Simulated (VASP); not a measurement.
Runs of VASP 6.6.1 on MgB2. The structure is that of space group P6/mmm (No. 191), or close to it. The cells are those of the table. 

```tsv
cell	k mesh	gap on the mesh (eV)	pressure (GPa)
a = 3.005, b = 3.005, c = 3.377 Å, angles 90.0, 90.0, 120.0°, 3 atoms	24 × 24 × 20	none	(a)
a = 3.049, b = 3.049, c = 3.470 Å, angles 90.0, 90.0, 120.0°, 3 atoms	24 × 24 × 18	none	4.8
a = 3.025, b = 3.025, c = 3.421 Å, angles 90.0, 90.0, 120.0°, 3 atoms	24 × 24 × 20	none	9.8
a = 3.075, b = 3.075, c = 3.524 Å, angles 90.0, 90.0, 120.0°, 3 atoms	24 × 24 × 18	none	-0.3
```

Alike in all rows: task single point; level PBE; potentials or basis VASP PAW PBE potentials, release 64 (Mg, B); no spin polarisation; cutoff (eV) 520; smearing gaussian 0.1 eV.

Question: Fill in the values left out.

Answer: (a) 14.8.

A gap of «none» marks levels without a gap at the run's occupations.
